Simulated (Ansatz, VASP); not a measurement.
## One calculation of AlN, two programs

```xyz
4
Lattice="3.1302 0.0000 0.0000 -1.5651 2.7108 0.0000 0.3011 0.0000 5.0180" Properties=species:S:1:pos:R:3 pbc="T T T"
Al    1.7053    0.9038    2.5069
Al    0.2907    1.8070    5.0159
N     1.8404    0.9009    4.4180
N     0.1248    1.8100    1.9090
```

Change from the starting cell: shear of c along a, cell held, atoms relaxed: +6.0 %.

Alike in both runs: functional PBE; k mesh 12 × 12 × 6; occupations gaussian, width 0.02 eV; no spin polarisation.

Ansatz relaxed the structure, and its values are those at the end. VASP's run is a single point on that final structure, the one shown.

```csv
,VASP,Ansatz
version,VASP 6.6.1,Ansatz 0.2.0
potentials or method,"VASP PAW PBE potentials, release 64 (Al, N), cutoff 520 eV","scalar-relativistic, plane waves, PAW"
valence electrons in the cell,16,16
```

|  | VASP | Ansatz | Ansatz less VASP |
| --- | --- | --- | --- |
| gap on the k mesh at the Fermi level (eV) | 3.89 | 3.88 | -0.009 |
| least direct gap on the mesh (eV) | 3.89 | 3.88 | -0.009 |
| pressure (GPa) | -0.4 | -0.1 | +0.26 |

The functional is the same, so the differences come from potentials, cutoffs and numerics. Ansatz's warnings: stress scf threshold loose.
